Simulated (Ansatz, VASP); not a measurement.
**AuI3: VASP beside Ansatz**

```
Au I
1.0
    -2.62859    2.62859    4.58625
     2.62859   -2.62859    4.58625
     2.62859    2.62859   -4.58625
Au I
1 3
Direct
  0.00000 0.00000 0.00000
  0.25000 0.75000 0.50000
  0.75000 0.25000 0.50000
  0.50000 0.50000 0.00000
```

Change from the starting cell: species swapped into the LaF3 type (I4/mmm, No. 139).

Alike in both runs: task relaxation of cell and atoms; functional PBE; k mesh 12 × 12 × 12; occupations gaussian, width 0.1 eV; no spin polarisation.

```csv
,VASP,Ansatz
version,VASP 6.6.1,Ansatz 0.2.0
potentials or method,"VASP PAW PBE potentials, release 64 (Au, I), cutoff 600 eV","scalar-relativistic, plane waves, PAW"
valence electrons in the cell,32,70
```

Ansatz gave:

```
gap on the k mesh at the Fermi level, each at its own relaxed structure (eV) : none
relaxed volume (Å³/atom)                                                     : 30.81
relaxed cell length with the largest relative difference (Å)                 : 5.586
```

Problem. Which values does VASP return?

Solution. gap on the k mesh at the Fermi level, each at its own relaxed structure (eV): none; relaxed volume (Å³/atom): 30.76; relaxed cell length with the largest relative difference (Å): 5.584.

A gap of «none» marks a metal or a gap that the smearing closes. VASP's potentials hold 32 valence electrons a cell and Ansatz's 70, so a difference there can come from the potentials and not from the codes.

Neither program's run includes spin-orbit coupling.
